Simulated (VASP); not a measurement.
Al, 1 atom in the cell. It takes space group Im-3m (No. 229, cubic). The conventional cell has a = 3.000 Å, b = 3.000 Å, c = 3.000 Å, α = 90.00°, β = 90.00°, γ = 90.00°. Within 3.4 Å of Al (site symmetry m-3m) lie 14 Al at 2.60 to 3.00 Å. 

```yaml
Program: VASP 6.6.1
Task: single point
Functional: RPBE
Dispersion: D3(BJ)
Potentials_or_basis: VASP PAW PBE potentials, release 64 (Al)
Cutoff: 520 eV
k_mesh: 12 × 12 × 12
Occupations: fermi-dirac, width 0.05 eV
Spin: no spin polarisation
Dipole_correction: no
Further_INCAR_settings: ALGO = Fast; EDIFF = 1e-06; NBANDS = 8
```

Potentials or basis: VASP PAW PBE potentials, release 64 (Al).

Run with:

```bash
$ cat potpaw_PBE.64/Al/POTCAR > POTCAR
$ mpirun -np 1 vasp_std > vasp.out
```

Hardware: 1 thread of Intel(R) Xeon(R) Platinum 8488C (Sapphire Rapids) (shared host).

How long does it take, and how much memory?

Run time: 6.3 s on 1 thread of Intel(R) Xeon(R) Platinum 8488C (Sapphire Rapids) (shared host), peak memory 0.13 GiB. Counts: scf iterations 12, k points 72.
